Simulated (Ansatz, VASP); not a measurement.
One calculation of Ge, two programs

```
CELL_PARAMETERS angstrom
3.99565 0.00000 0.00000
-1.99782 3.46033 0.00000
0.00000 0.00000 6.60271
ATOMIC_POSITIONS crystal
Ge 0.66667 0.33333 0.13114
Ge 0.33333 0.66667 0.56298
Ge 0.66667 0.33333 0.43702
Ge 0.33333 0.66667 0.93702
```

Alike in both runs: task single point; functional r2SCAN; k mesh 12 × 12 × 6; occupations gaussian, width 0.03 eV; no spin polarisation.

```csv
,VASP,Ansatz
version,VASP 6.6.1,Ansatz 0.2.0
potentials or method,"VASP PAW PBE potentials, release 64 (Ge_d), cutoff 520 eV","scalar-relativistic, plane waves, PAW"
valence electrons in the cell,56,56
```

|  | VASP | Ansatz | Ansatz less VASP |
| --- | --- | --- | --- |
| gap on the k mesh at the Fermi level (eV) | none | none | - |
| pressure (GPa) | 5.9 | 5.7 | -0.23 |
| traceless stress, the component that is largest in VASP (GPa) | 16.46 | 16.08 | -0.378 |
| rms of the force components (eV/Å) | 3.662 | 3.603 | -0.0587 |

VASP's potentials were made for PBE, not for r2SCAN. Atom by atom the forces differ by 0.060 eV/Å (rms over components). A gap of «none» marks a metal or a gap that the smearing closes.
